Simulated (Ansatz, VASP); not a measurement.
## One calculation of InAs, two programs

```
CELL_PARAMETERS angstrom
0.00000 2.87730 2.87730
2.87730 0.00000 2.87730
2.87730 2.87730 0.00000
ATOMIC_POSITIONS crystal
In 0.50000 0.50000 0.50000
As 0.00000 0.00000 0.00000
```

Alike in both runs: task relaxation of cell and atoms; functional LDA; k mesh 12 × 12 × 12; occupations gaussian, width 0.1 eV; no spin polarisation.

|  | VASP | Ansatz |
| --- | --- | --- |
| version | VASP 6.6.1 | Ansatz 0.2.0 |
| potentials or method | VASP PAW LDA potentials, release 64 (In_d, As), cutoff 500 eV | scalar-relativistic, plane waves, PAW |
| valence electrons in the cell | 18 | 28 |

```csv
,VASP,Ansatz,Ansatz less VASP
"gap on the k mesh at the Fermi level, each at its own relaxed structure (eV)",none,none,-
relaxed volume (Å³/atom),22.03,21.98,-0.048
relaxed cell length with the largest relative difference (Å),3.964,3.961,-0.0029
```

Ansatz warns that its potentials were made for another functional, while VASP's fit it. LDA's correlation is that of Perdew and Zunger in VASP and of Perdew and Wang (1992) in Ansatz. A gap of «none» marks a metal or a gap that the smearing closes. VASP's potentials hold 18 valence electrons a cell and Ansatz's 28, so a difference there can come from the potentials and not from the codes.
